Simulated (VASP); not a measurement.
Wanted: the native input for a VASP 6.6.1 run.

* Task: single point
* Functional: PBE
* Potentials or basis: VASP PAW PBE potentials, release 64 (Ba_sv, Hf_pv, O)
* Cutoff: 520 eV
* k mesh: 6 × 6 × 4
* Occupations: gaussian, width 0.02 eV
* Spin: no spin polarisation
* Dipole correction: no
* Further INCAR settings: ALGO = Normal; EDIFF = 1e-06; NBANDS = 49

The structure of BaHfO3 lies in POSCAR:

```
BaHfO3
1.0
    5.9786101689      0.0000000000      0.0000000000
   -2.9893050845      5.1776282856      0.0000000000
    0.0000000000      0.0000000000      5.5380865437
Ba Hf O
2 2 6
Direct
    0.3333333333      0.6666666667      0.7500000000
    0.6666666667      0.3333333333      0.2500000000
    0.0000000000      0.0000000000      0.0000000000
    0.0000000000      0.0000000000      0.5000000000
    0.8470000032      0.6940000064      0.7500000000
    0.3059999936      0.1529999968      0.7500000000
    0.8470000032      0.1529999968      0.7500000000
    0.1529999968      0.3059999936      0.2500000000
    0.6940000064      0.8470000032      0.2500000000
    0.1529999968      0.8470000032      0.2500000000
```

The input as run:

INCAR

```
PREC     = Accurate       # precision mode
ENCUT    = 520            # plane-wave cutoff, eV
EDIFF    = 1E-6           # SCF threshold, eV
ISMEAR   = 0              # smearing method
SIGMA    = 0.02           # smearing width, eV
LREAL    = F              # projectors in reciprocal space
LASPH    = T              # aspherical terms in the spheres
NELM     = 100            # most SCF steps
ALGO     = Normal         # electronic algorithm
ISIF     = 2              # what is computed and relaxed
LWAVE    = F              # write WAVECAR
LCHARG   = T              # write CHGCAR
GGA      = PE             # functional
LELF     = T              # ELF
LVHAR    = T            
NBANDS   = 49             # bands
```

KPOINTS

```
regular mesh
0
Gamma
  6 6 4
```

Potentials or basis: VASP PAW PBE potentials, release 64 (Ba_sv, Hf_pv, O).

Run with:

```console
$ cat potpaw_PBE.64/Ba_sv/POTCAR potpaw_PBE.64/Hf_pv/POTCAR potpaw_PBE.64/O/POTCAR > POTCAR
$ mpirun -np 1 vasp_std > vasp.out
```

It gave:

```
Pressure               : -0.7 GPa
Largest force          : 0.204 eV/Å
Band gap on the k mesh : 3.05 eV, indirect (least direct gap 3.06 eV)
```

Caveat: spin-orbit coupling is left out, which moves the levels of the heavy elements.

Wall time 3.5 min on 1 thread of AMD EPYC 7R43 64-Core Processor (Zen 3), on a shared host, peak memory 0.34 GiB.
